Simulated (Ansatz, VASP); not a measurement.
## Two plane-wave programs on ZnS

```
Zn S
1.0
     0.00000    2.64834    2.64834
     2.64834    0.00000    2.64834
     2.64834    2.64834    0.00000
Zn S
1 1
Cartesian
  0.0000 0.0000 0.0000
  3.9725 3.9725 3.9725
```

Alike in both runs: functional LDA; k mesh 10 × 10 × 10; no spin polarisation.

Ansatz relaxed the structure, and its values are those at the end. VASP's run is a single point on that final structure, the one shown.

```csv
,VASP,Ansatz
version,VASP 6.6.1,Ansatz 0.2.0
potentials or method,"VASP PAW LDA potentials, release 64 (Zn, S), cutoff 520 eV","scalar-relativistic, plane waves, PAW"
occupations,"gaussian, width 0.01 eV",fixed
valence electrons in the cell,18,18
```

VASP gave:

```
gap on the k mesh at the Fermi level (eV) : 2.16
least direct gap on the mesh (eV)         : 2.16
pressure (GPa)                            : 0.2
```

**Question.** Which values does Ansatz return?

**Answer.** gap on the k mesh at the Fermi level (eV): 2.13; least direct gap on the mesh (eV): 2.13; pressure (GPa): 0.0.

LDA's correlation is that of Perdew and Zunger in VASP and of Perdew and Wang (1992) in Ansatz.
